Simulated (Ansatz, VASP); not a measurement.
K: VASP beside Ansatz

File INCAR:

```
SYSTEM = K
PREC = Accurate
ENCUT = 520
EDIFF = 1E-6
ISMEAR = -1
SIGMA = 0.1
LREAL = .False.
LASPH = .True.
NELM = 80
ALGO = Normal
ISIF = 2
LWAVE = .False.
LCHARG = .False.
GGA = PE
NBANDS = 10
```

File KPOINTS:

```
regular mesh
0
Gamma
  10 10 10
  0 0 0
```

Contents of POSCAR:

```
K
1.0
    0.0000000000      2.9552506318      2.9552506318
    2.9552506318      0.0000000000      2.9552506318
    2.9552506318      2.9552506318      0.0000000000
K
1
Direct
    0.0000000000      0.0000000000      0.0000000000
```

Input for Ansatz:

```yaml
crystal:
  lattice:
    - [0.0, 2.9552506318, 2.9552506318]
    - [2.9552506318, 0.0, 2.9552506318]
    - [2.9552506318, 2.9552506318, 0.0]
  atoms:
    - { symbol: K, position: [0.0, 0.0, 0.0] }
kpoints:
  mp_grid: { grid: [10, 10, 10] }
scf:
  occupations: { method: fermi_dirac, width: 0.1 }
hamiltonian:
  xc: pbe
  pseudopotentials: { kind: nc }
output:
  forces: true
  stress: true
  eigenvalues: true
```

Change from the starting cell: volume scaled by 0.7, norm-conserving files.

Alike in both runs: task single point; functional PBE; k mesh 10 × 10 × 10; occupations fermi-dirac, width 0.1 eV; no spin polarisation.

|  | VASP | Ansatz |
| --- | --- | --- |
| version | VASP 6.6.1 | Ansatz 0.2.0 |
| potentials or method | VASP PAW PBE potentials, release 64 (K_sv) | norm-conserving pseudopotentials, scalar-relativistic |
| plane-wave cutoff (eV) | 520 | 850 |
| valence electrons in the cell | 9 | 9 |

```csv
,VASP,Ansatz,Ansatz less VASP
pressure (GPa),2.5,2.5,+0.01
```

With one functional, cell and mesh, what is left measures potentials, basis and numerics.
